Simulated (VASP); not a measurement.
Hf8HO16 (a cell with a defect), 25 atoms in the cell. The cell holds a defect, 25 atoms: a = 7.192 Å, b = 7.352 Å, c = 7.330 Å, α = 58.66°, β = 60.82°, γ = 60.52°. 

| Property | Result |
| --- | --- |
| Program | VASP 6.6.1 |
| Task | single point |
| Functional | PBE |
| Potentials or basis | VASP PAW PBE potentials, release 64 (Hf_pv, O, H) |
| Cutoff | 520 eV |
| k mesh | 1 × 1 × 1 |
| Occupations | fermi-dirac, width 0.01 eV |
| Spin | no spin polarisation |
| Dipole correction | no |
| Charge | 1 |
| Further INCAR settings | ALGO = Normal; EDIFF = 1e-06; NBANDS = 106; NELECT = 176.0 |

Potentials or basis: VASP PAW PBE potentials, release 64 (Hf_pv, O, H).

The run is started by

```console
$ cat potpaw_PBE.64/Hf_pv/POTCAR potpaw_PBE.64/O/POTCAR potpaw_PBE.64/H/POTCAR > POTCAR
$ mpirun -np 1 vasp_gam > vasp.out
```

Hardware: 1 thread of AMD EPYC 7R43 64-Core Processor (Zen 3) (shared host).

Question: How long does it take, and how much memory?

Answer: Run time: 110 s on 1 thread of AMD EPYC 7R43 64-Core Processor (Zen 3), with other jobs on the host, peak memory 0.35 GiB. Counts: scf iterations 16, k points 1.
